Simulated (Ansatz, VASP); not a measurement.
# One calculation of NiF, two programs

```
Ni F
1.0
     0.00000    2.31917    2.31917
     2.31917    0.00000    2.31917
     2.31917    2.31917    0.00000
Ni F
1 1
Direct
  0.00000 0.00000 0.00000
  0.75000 0.75000 0.75000
```

Change from the starting cell: volume scaled by 0.98.

Alike in both runs: task single point; functional PBE; k mesh 10 × 10 × 10; occupations fermi-dirac, width 0.05 eV; collinear spin.

```csv
,VASP,Ansatz
version,VASP 6.6.1,Ansatz 0.2.0
potentials or method,"VASP PAW PBE potentials, release 64 (Ni, F), cutoff 520 eV","all-electron LAPW, scalar-relativistic"
```

VASP gave:

```
gap on the k mesh at the Fermi level (eV)                     : none
pressure (GPa)                                                : 9.5
net moment per atom (μB)                                      : 0.58
size of the moment on the site where the two differ most (μB) : 1.12
```

**Question.** What did Ansatz give for the same quantities?

**Answer.** gap on the k mesh at the Fermi level (eV): none; pressure (GPa): 9.5; net moment per atom (μB): 0.58; size of the moment on the site where the two differ most (μB): 1.14.

Site moments also hang on the region over which each program counts them. A gap of «none» marks a metal or a gap that the smearing closes. Ansatz ran all-electron here, and VASP with PAW potentials.
